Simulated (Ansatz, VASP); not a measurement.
## CuI: VASP beside Ansatz

INCAR

```
SYSTEM = CuI
  AGGAC = 1.0
  AGGAX = 1.0
  ALDAC = 0.0
  ALDAX = 1.0
  ALGO = Normal
  EDIFF = 1E-7
  EDIFFG = -0.01
  ENCUT = 600
  GGA = B5
  IBRION = 2
  ISIF = 3
  ISMEAR = 0
  IVDW = 12
  LASPH = .TRUE.
  LCHARG = .FALSE.
  LREAL = .FALSE.
  LWAVE = .FALSE.
  NELM = 80
  NSW = 80
  PREC = Accurate
  SIGMA = 0.01
  VDW_A1 = 0.4298
  VDW_A2 = 4.2359
  VDW_S6 = 1.0
  VDW_S8 = 2.6996
```

The input KPOINTS:

```
k-points
0
G
  4 4 4
  0 0 0
```

The input POSCAR:

```
CuI
1.0
    4.0229000000      0.0000000000      0.0000000000
    0.0000000000      4.0229000000      0.0000000000
    0.0000000000      0.0000000000      5.6506000000
Cu I
2 2
Direct
    0.0000000000      0.0000000000      0.0000000000
    0.5000000000      0.5000000000      0.0000000000
    0.0000000000      0.5000000000      0.2913000000
    0.5000000000      0.0000000000      0.7087000000
```

Input for Ansatz:

```yaml
crystal:
  lattice:
    - [4.0229, 0.0, 0.0]
    - [0.0, 4.0229, 0.0]
    - [0.0, 0.0, 5.6506]
  atoms:
    - { symbol: Cu, position: [0.0, 0.0, 0.0] }
    - { symbol: Cu, position: [0.5, 0.5, 0.0] }
    - { symbol: I, position: [0.0, 0.5, 0.2913] }
    - { symbol: I, position: [0.5, 0.0, 0.7087] }
kpoints:
  mp_grid:
    grid: [4, 4, 4]
hamiltonian:
  xc: blyp
  dispersion: d3bj
scf:
  occupations:
    method: fixed
relax:
  cell: {}
```

Alike in both runs: task relaxation of cell and atoms; functional BLYP; dispersion D3(BJ); k mesh 4 × 4 × 4; no spin polarisation.

```csv
,VASP,Ansatz
version,VASP 6.6.1,Ansatz 0.2.0
potentials or method,"VASP PAW PBE potentials, release 64 (Cu, I)","plane waves, PAW"
plane-wave cutoff (eV),600,420
occupations,"gaussian, width 0.01 eV",fixed
valence electrons in the cell,36,72
```

```tsv
	VASP	Ansatz	Ansatz less VASP
relaxed volume (Å³/atom)	24.95	24.81	-0.140
relaxed length of the cell vector where the two differ most in proportion (Å)	4.091	4.082	-0.0087
```

VASP's potentials were made for PBE, not for BLYP. VASP's potentials hold 36 valence electrons a cell and Ansatz's 72, so a difference there can come from the potentials and not from the codes.

Neither program's run includes spin-orbit coupling.
